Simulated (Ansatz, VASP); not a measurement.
Two plane-wave programs on Ti

File POSCAR:

```
Ti
1.0
    2.9351862666      0.0000000000      0.0000000000
   -1.4675931333      2.5419458717      0.0000000000
    0.0000000000      0.0000000000      4.6380487258
Ti
2
Direct
    0.3333333333      0.6666666667      0.2500000000
    0.6666666667      0.3333333333      0.7500000000
```

INCAR.step1

```
SYSTEM = Ti
  PREC = Accurate
  ENCUT = 600
  ISMEAR = -1
  SIGMA = 0.15
  LREAL = .False.
  LASPH = .True.
  NELM = 100
  GGA = PE
  ALGO = Normal
  EDIFF = 1E-4
  LWAVE = .True.
  LCHARG = .False.
```

Contents of INCAR.step2:

```
SYSTEM = Ti
  PREC = Accurate
  ENCUT = 600
  EDIFF = 1E-6
  ISMEAR = -1
  SIGMA = 0.15
  LREAL = .False.
  LASPH = .True.
  NELM = 100
  ALGO = Normal
  ISIF = 3
  LWAVE = .False.
  LCHARG = .False.
  METAGGA = R2SCAN
  LMIXTAU = .True.
  IBRION = 2
  NSW = 80
  EDIFFG = -0.001
  ISTART = 1
```

Contents of KPOINTS:

```
Automatic mesh
0
Gamma
  18 18 10
  0 0 0
```

Input for Ansatz:

```yaml
crystal:
  lattice:
    - [2.9351862666, 0.0, 0.0]
    - [-1.4675931333, 2.5419458717, 0.0]
    - [0.0, 0.0, 4.6380487258]
  atoms:
    - { symbol: Ti, position: [0.3333333333, 0.6666666667, 0.25] }
    - { symbol: Ti, position: [0.6666666667, 0.3333333333, 0.75] }
basis:
  ecutwfc: 500
kpoints:
  mp_grid: { grid: [18, 18, 10] }
hamiltonian:
  xc: r2scan
scf:
  occupations: { method: fermi_dirac, width: 0.15 }
output:
  forces: true
  stress: true
  eigenvalues: true
relax:
  adjacent_minimum: "off"
  f_tol: 0.001
  max_steps: 60
  cell: { stress_tol: 0.01 }
```

Alike in both runs: task relaxation of cell and atoms; functional r2SCAN; k mesh 18 × 18 × 10; occupations fermi-dirac, width 0.15 eV; no spin polarisation.

```csv
,VASP,Ansatz
version,VASP 6.6.1,Ansatz 0.2.0
potentials or method,"VASP PAW PBE potentials, release 64 (Ti_sv), cutoff 600 eV","scalar-relativistic, plane waves, PAW"
valence electrons in the cell,24,24
```

|  | VASP | Ansatz | Ansatz less VASP |
| --- | --- | --- | --- |
| gap on the k mesh at the Fermi level, each at its own relaxed structure (eV) | none | none | - |
| relaxed volume (Å³/atom) | 17.42 | 17.36 | -0.063 |
| relaxed length of the cell vector where the two differ most in proportion (Å) | 4.654 | 4.647 | -0.0061 |

VASP's potentials were made for PBE, not for r2SCAN. A gap of «none» marks a metal or a gap that the smearing closes.
